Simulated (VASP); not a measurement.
# LaHg (R-3m) in VASP: a series of runs

The runs below take LaHg through electric field gradients, with LDA.

All numbers are computed with VASP 6.6.1; they aren't measurements. Logs are shortened: lines on timing, memory, paths and dates and some standing lists are left out, and cuts for length are marked.

### 1 The cell of the first run

It takes space group R-3m (No. 166, trigonal). Conventional cell: a = 5.399 Å, b = 5.399 Å, c = 6.712 Å, α = 90.00°, β = 90.00°, γ = 120.00°. La (site symmetry -3m) has 8 Hg at 3.31 to 3.36 Å and 6 La at 3.84 Å within 4.4 Å. Within 4.4 Å of Hg (site symmetry -3m) lie 8 La at 3.31 to 3.36 Å and 6 Hg at 3.84 Å.

### 2 Electric field gradients, LDA (equal xy, yz and zx shear strains of +1 %)

INCAR

```
SYSTEM = LaHg
PREC = Accurate
ENCUT = 520
EDIFF = 1E-8
ISMEAR = -1
SIGMA = 0.08
LREAL = .FALSE.
LASPH = .TRUE.
NELM = 100
ALGO = Normal
ISIF = 2
LWAVE = .FALSE.
LCHARG = .FALSE.
LEFG = .TRUE.
NBANDS = 18
```

KPOINTS

```
Automatic mesh
0
G
  11 11 11
  0 0 0
```

POSCAR

```
LaHg
1.0
    3.8370000000      0.0191850000      0.0191850000
    0.0191850000      3.8370000000      0.0191850000
    0.0191850000      0.0191850000      3.8370000000
La Hg
1 1
Direct
    0.5000000000      0.5000000000      0.5000000000
    0.0000000000      0.0000000000      0.0000000000
```

Potentials or basis: VASP PAW LDA potentials, release 64 (La, Hg).

Run with:

```sh
$ cat potpaw_LDA.64/La/POTCAR potpaw_LDA.64/Hg/POTCAR > POTCAR
$ mpirun -np 1 vasp_std > vasp.out
```

OUTCAR:

```text
SYSTEM = LaHg
   PREC = Accurate
   ENCUT = 520
   EDIFF = 1E-8
   ISMEAR = -1
   LREAL = .FALSE.
   LASPH = .TRUE.
   NELM = 100
   ISIF = 2

 ion  position               nearest neighbor table
   1  0.500  0.500  0.500-   2 3.31   2 3.31   2 3.31   2 3.31   2 3.31   2 3.31   2 3.36   2 3.36

   2  0.000  0.000  0.000-   1 3.31   1 3.31   1 3.31   1 3.31   1 3.31   1 3.31   1 3.36   1 3.36

  LATTYP: Found a trigonal (rhomboedric) cell.
 ALAT       =     3.8370959238
 COS(alpha) =     0.0100244988

  Lattice vectors:

 A1 = (   3.8370000000,   0.0191850000,   0.0191850000)
 A2 = (   0.0191850000,   3.8370000000,   0.0191850000)
 A3 = (   0.0191850000,   0.0191850000,   3.8370000000)

Analysis of symmetry for initial positions (statically):
=====================================================================
 Subroutine PRICEL returns:
 Original cell was already a primitive cell.

 Routine SETGRP: Setting up the symmetry group for a
 trigonal (rhombohedral) supercell.

 Subroutine GETGRP returns: Found 12 space group operations
 (whereof 12 operations were pure point group operations)
 out of a pool of 12 trial point group operations.

The static configuration has the point symmetry D_3d.

Analysis of symmetry for dynamics (positions and initial velocities):
=====================================================================
 Subroutine PRICEL returns:
 Original cell was already a primitive cell.

 Routine SETGRP: Setting up the symmetry group for a
 trigonal (rhombohedral) supercell.

 Subroutine GETGRP returns: Found 12 space group operations
 (whereof 12 operations were pure point group operations)
 out of a pool of 12 trial point group operations.

The dynamic configuration has the point symmetry D_3d.

 Subroutine INISYM returns: Found 12 space group operations
 (whereof 12 operations are pure point group operations),
 and found     1 'primitive' translations

----------------------------------------------------------------------------------------

                                     Primitive cell

  volume of cell :      56.4863

  direct lattice vectors                    reciprocal lattice vectors
     3.837000000  0.019185000  0.019185000     0.260633243 -0.001296683 -0.001296683
     0.019185000  3.837000000  0.019185000    -0.001296683  0.260633243 -0.001296683
     0.019185000  0.019185000  3.837000000    -0.001296683 -0.001296683  0.260633243

  length of vectors
     3.837095924  3.837095924  3.837095924     0.260639694  0.260639694  0.260639694

  position of ions in fractional coordinates (direct lattice)
     0.500000000  0.500000000  0.500000000
     0.000000000  0.000000000  0.000000000

  ion indices of the primitive-cell ions
   primitive index   ion index
                 1           1
                 2           2

----------------------------------------------------------------------------------------

 KPOINTS: Automatic mesh

Automatic generation of k-mesh.
 Grid dimensions read from file:
 generate k-points for:   11   11   11

 Generating k-lattice:

  Cartesian coordinates                     Fractional coordinates (reciprocal lattice)
     0.023693931 -0.000117880 -0.000117880     0.090909091 -0.000000000 -0.000000000
    -0.000117880  0.023693931 -0.000117880    -0.000000000  0.090909091 -0.000000000
    -0.000117880 -0.000117880  0.023693931    -0.000000000 -0.000000000  0.090909091

  Length of vectors
     0.023694518  0.023694518  0.023694518

  Shift w.r.t. Gamma in fractional coordinates (k-lattice)
     0.000000000  0.000000000  0.000000000

 Subroutine IBZKPT returns following result:
 ===========================================

 Found    146 irreducible k-points:

 Following reciprocal coordinates:
            Coordinates               Weight
  0.000000  0.000000  0.000000      1.000000
  0.090909  0.000000  0.000000      6.000000
  0.181818  0.000000  0.000000      6.000000
  0.272727  0.000000  0.000000      6.000000
  0.363636  0.000000  0.000000      6.000000
  0.454545  0.000000  0.000000      6.000000
[... 16 lines left out ...]
 -0.272727  0.181818 -0.000000     12.000000
 -0.181818  0.181818  0.000000      6.000000
 [... further k-points ...]
   k-points           NKPTS =    146   k-points in BZ     NKDIM =    146   number of bands    NBANDS=     18
   number of dos      NEDOS =    301   number of ions     NIONS =      2
   total plane-waves  NPLWV =  27000
   dimension x,y,z NGX =    30 NGY =   30 NGZ =   30
   dimension x,y,z NGXF=    60 NGYF=   60 NGZF=   60
   ions per type =               1   1
   NGX,Y,Z   is equivalent  to a cutoff of  13.00, 13.00, 13.00 a.u.
   NGXF,Y,Z  is equivalent  to a cutoff of  26.00, 26.00, 26.00 a.u.
 SYSTEM =  LaHg
   PREC   = accura    normal or accurate (medium, high low for compatibility)
   ISTART =      0    job   : 0-new  1-cont  2-samecut
   ICHARG =      2    charge: 1-file 2-atom 10-const
   ISPIN  =      1    spin polarized calculation?
   LNONCOLLINEAR =      F non collinear calculations
   LSORBIT =      F    spin-orbit coupling
   LASPH  =      T    aspherical Exc in radial PAW
   ENCUT  =  520.0 eV  38.22 Ry    6.18 a.u.   7.13  7.13  7.13*2*pi/ulx,y,z
   NELM   =    100;   NELMIN=  2; NELMDL= -5     # of ELM steps
   EDIFF  = 0.1E-07   stopping-criterion for ELM
   LREAL  =      F    real-space projection
   EDIFFG = 0.1E-06   stopping-criterion for IOM
   NSW    =      0    number of steps for IOM
   IBRION =     -1    ionic relax: 0-MD 1-quasi-New 2-CG
   NFREE  =      0    steps in history (QN), initial steepest desc. (CG)
   ISIF   =      2    stress and relaxation
   ISYM   =      2    0-nonsym 1-usesym 2-fastsym
   POTIM  = 0.5000    time-step for ionic-motion
   TEBEG  =    0.0;   TEEND  =   0.0 temperature during run
   PSTRESS=    0.0 pullay stress
   NELECT =      23.0000    total number of electrons
   NUPDOWN=      -1.0000    fix difference up-down
   EMIN   =  10.00;   EMAX   =-10.00  energy-range for DOS
   EFERMI =   0.00;   METHOD = LEGACY
   ISMEAR =    -1;   SIGMA  =   0.08  broadening in eV -4-tet -1-fermi 0-gaus
   EFERMI_NEDOS =   21; number of points for ismear=-14 and -15
   IALGO  =     38    algorithm
   IMIX   =      4    mixing-type and parameters
     AMIX     =   0.40;   BMIX     =  1.00
     AMIX_MAG =   1.60;   BMIX_MAG =  1.00
  volume/ion in A,a.u.               =      28.24       190.59
  Fermi-wavevector in a.u.,A,eV,Ry     =   1.213398  2.292989 20.032317  1.472334
  Thomas-Fermi vector in A             =   2.348851
   LORBIT       =      0    0 simple, 1 ext, 2 COOP (PROOUT), +10 PAW based schemes
   GGA     = CA    functional components
   LHFCALC =     F    Hartree Fock is set to
   AEXX    =    0.0000 exact exchange contribution
   IVDW    =     0    specifies the selected vdW correction
   LEPSILON=     F    determine dielectric tensor
   LRPA    =     F    only Hartree local field effects (RPA)
 non-spin polarized calculation
  energy-cutoff  :      520.00
  volume of cell :       56.49
 maximum number of plane-waves:      1536
 NGX is ok and might be reduce to    30
   NGX = 15   NGY = 15   NGZ = 15

 number of electron      23.0000001 magnetization

 Free energy of the ion-electron system (eV)
  ---------------------------------------------------
  ext. energy  EPLUGINS =         0.00000000
  ---------------------------------------------------
  free energy    TOTEN  =        -7.68885395 eV

  energy without entropy =       -7.63111422  energy(sigma->0) =       -7.65998409

 E-fermi :   6.6156     XC(G=0): -10.6540

 val. band max:        6.6122377116   @ k =  -0.4545   0.3636   0.0909
 cond. band min:       6.6205540630   @ k =  -0.2727  -0.2727   0.1818
 fundamental gap:      0.0083163513
 Fermi energy:         6.6155929299

 k-point     1 :       0.0000    0.0000    0.0000
  band No.  band energies     occupation
      1     -26.3129      2.00000
      2      -9.7833      2.00000
      3      -9.7833      2.00000
      4      -9.7654      2.00000
      5      -1.0453      2.00000
      6      -1.0453      2.00000
[... 10 lines left out ...]
     17       8.0928      0.00000
     18       8.0979      0.00000
[... 463 lines left out ...]
 k-point    24 :      -0.1818    0.1818    0.0000
  band No.  band energies     occupation
      1     -26.2812      2.00000
      2     -10.0193      2.00000
      3      -9.9525      2.00000
      4      -9.7485      2.00000
      5      -0.9366      2.00000
      6      -0.8047      2.00000
[... 10 lines left out ...]
     17       8.1655      0.00000
     18       8.1685      0.00000

 [... further k-points ...]

------------------------ aborting loop because EDIFF is reached ----------------------------------------

  FORCE on cell =-STRESS in cart. coord.  units (eV):
  Direction    XX          YY          ZZ          XY          YZ          ZX
  --------------------------------------------------------------------------------------
  -------------------------------------------------------------------------------------
  Total       -0.6043663     -0.6043663     -0.6043663     -0.0823900     -0.0823900     -0.0823900
  in kB      -17.1422523    -17.1422523    -17.1422523     -2.3369120     -2.3369120     -2.3369120
  external PRESSURE =     -17.1422523 kB  Pullay stress =       0.0000000 kB

 VOLUME and BASIS-vectors are now :
 -----------------------------------------------------------------------------
  energy-cutoff  :      520.00
  volume of cell :       56.49
      direct lattice vectors                 reciprocal lattice vectors
     3.837000000  0.019185000  0.019185000     0.260633243 -0.001296683 -0.001296683
     0.019185000  3.837000000  0.019185000    -0.001296683  0.260633243 -0.001296683
     0.019185000  0.019185000  3.837000000    -0.001296683 -0.001296683  0.260633243

 POSITION                                       TOTAL-FORCE (eV/Angst)
 -----------------------------------------------------------------------------------
      1.93768      1.93768      1.93769        -0.000000     -0.000000      0.000000
      0.00000      0.00000      0.00000         0.000000      0.000000      0.000000
 -----------------------------------------------------------------------------------
    total drift:                                0.000000     -0.000000     -0.000000

  FREE ENERGIE OF THE ION-ELECTRON SYSTEM (eV)
  ---------------------------------------------------
  free  energy   TOTEN  =        -7.6888539516 eV

  energy  without entropy=       -7.6311142208  energy(sigma->0) =       -7.65998409

 Electric field gradients (V/A^2)
---------------------------------------------------------------------
 ion       V_xx      V_yy      V_zz      V_xy      V_xz      V_yz
---------------------------------------------------------------------
   1      -0.000    -0.000     0.000     1.613     1.613     1.613
   2      -0.000     0.000    -0.000    -4.440    -4.440    -4.440
---------------------------------------------------------------------

 Electric field gradients after diagonalization (V/A^2)
 (convention: |V_zz| > |V_xx| > |V_yy|)
----------------------------------------------------------------------
 ion       V_xx      V_yy      V_zz     asymmetry (V_yy - V_xx)/ V_zz
----------------------------------------------------------------------
   1      -1.613    -1.613     3.227       0.000
   2       4.440     4.440    -8.880       0.000
----------------------------------------------------------------------

           NMR quadrupolar parameters

 Cq : quadrupolar parameter    Cq=e*Q*V_zz/h
 eta: asymmetry parameters     (V_yy - V_xx)/ V_zz
 Q  : nuclear electric quadrupole moment in mb (millibarn)
----------------------------------------------------------------------
 ion       Cq(MHz)       eta       Q (mb)
----------------------------------------------------------------------
   1       0.008       0.000       1.000
   2      -0.021       0.000       1.000
----------------------------------------------------------------------
```

Wall time 1.9 min (1 thread of Intel Xeon Platinum 8488C (Sapphire Rapids), shared host); peak memory 0.3 GiB.

What came out:

```yaml
Free_energy: -7.6889 eV
Pressure: -1.7 GPa
Band_gap_on_the_k_mesh: zero (an odd number of electrons rules out a gap without spin polarisation)
Largest_electric_field_gradient_by_atom: La +3.2; Hg -8.9 V/Å²
```

Stress tensor (GPa, compression positive):
```
-1.71 -0.23 -0.23
-0.23 -1.71 -0.23
-0.23 -0.23 -1.71
```

Electric field gradients, principal values (V/Å²):
```csv
atom,least,middle,greatest (by size)
1 La,-1.613,-1.613,3.227
2 Hg,4.440,4.440,-8.880
```

Caveat: the cell differs from its parent crystal (equal xy, yz and zx shear strains of +1 %); without QUAD_EFG the Cq values of the log hold for a quadrupole moment of 1 mb, not for the nuclei; spin-orbit coupling is left out, which moves the levels of the heavy elements.

(Continued in part 2 of 2.)
